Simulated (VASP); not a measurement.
Set up this calculation in VASP 6.6.1, as the native input.

```
Task                   : single point
Functional             : PBEsol
Potentials or basis    : VASP PAW PBE potentials, release 64 (Pt)
Cutoff                 : 520 eV
k mesh                 : 23 × 23 × 7
Occupations            : gaussian, width 0.15 eV
Spin                   : no spin polarisation
Dipole correction      : no
Further INCAR settings : ALGO = Fast; EDIFF = 1e-06; NBANDS = 28
```

The structure of Pt lies in POSCAR:

```
Pt
1.0
   -1.5604706007      1.5604706007     -1.5604706007
   -1.5604706007     -1.5604706007      1.5604706007
    0.0000000000      6.2418824029      6.2418824029
Pt
4
Direct
    0.0000000000      0.0000000000      0.0000000000
    0.5000000000      0.5000000000      0.2500000000
    0.0000000000      0.0000000000      0.5000000000
    0.5000000000      0.5000000000      0.7500000000
```

This isn't the form of Pt at room conditions, which is fcc.

These files were run (other wordings do the same):

INCAR

```
  ALGO = Fast
  EDIFF = 1E-6
  ENCUT = 520
  GGA = PS
  ISIF = 2
  ISMEAR = 0
  LASPH = True
  LCHARG = False
  LREAL = False
  LWAVE = False
  NBANDS = 28
  NELM = 100
  PREC = Accurate
  SIGMA = 0.15
```

KPOINTS

```
k-points
0
Gamma
  23 23 7
```

Potentials or basis: VASP PAW PBE potentials, release 64 (Pt).

Command:

```bash
$ cat potpaw_PBE.64/Pt/POTCAR > POTCAR
$ mpirun -np 1 vasp_std > vasp.out
```

Results of the run:

```yaml
Pressure: -0.3 GPa
Band_gap_on_the_k_mesh: zero (bands 20 and 21 overlap by 2.02 eV)
```

Caveat: the PAW data sets were made with another functional, which shifts forces and pressure a little; spin-orbit coupling is left out, which moves the levels of the heavy elements.

It took 18 min on 1 thread of Intel(R) Xeon(R) Platinum 8488C (Sapphire Rapids) (shared host), peak memory 0.74 GiB.
